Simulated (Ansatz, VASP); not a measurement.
**In2SbSe3 in VASP and in Ansatz**

```
CELL_PARAMETERS angstrom
6.12303 0.00000 0.00000
0.00000 6.12303 0.00000
0.00000 0.00000 7.62434
ATOMIC_POSITIONS crystal
In 0.00000 0.50000 0.00000
In 0.50000 0.00000 0.00000
Sb 0.50000 0.50000 0.00000
Se 0.50000 0.50000 0.33975
Se 0.50000 0.50000 0.66025
Se 0.00000 0.00000 0.50000
```

Alike in both runs: functional PBE; k mesh 6 × 6 × 6; occupations gaussian, width 0.1 eV; no spin polarisation.

Ansatz relaxed the structure, and its values are those at the end. VASP's run is a single point on that final structure, the one shown.

|  | VASP | Ansatz |
| --- | --- | --- |
| version | VASP 6.6.1 | Ansatz 0.2.0 |
| potentials or method | VASP PAW PBE potentials, release 64 (In_d, Sb, Se), cutoff 520 eV | scalar-relativistic, plane waves, PAW |
| valence electrons in the cell | 49 | 89 |

|  | VASP | Ansatz | Ansatz less VASP |
| --- | --- | --- | --- |
| gap on the k mesh at the Fermi level (eV) | none | none | - |
| pressure (GPa) | 0.0 | 0.0 | -0.01 |
| rms of the force components (eV/Å) | 0.005 | 0.003 | -0.0018 |

A gap of «none» marks a metal or a gap that the smearing closes. VASP's potentials hold 49 valence electrons a cell and Ansatz's 89, so a difference there can come from the potentials and not from the codes.

Neither program's run includes spin-orbit coupling.
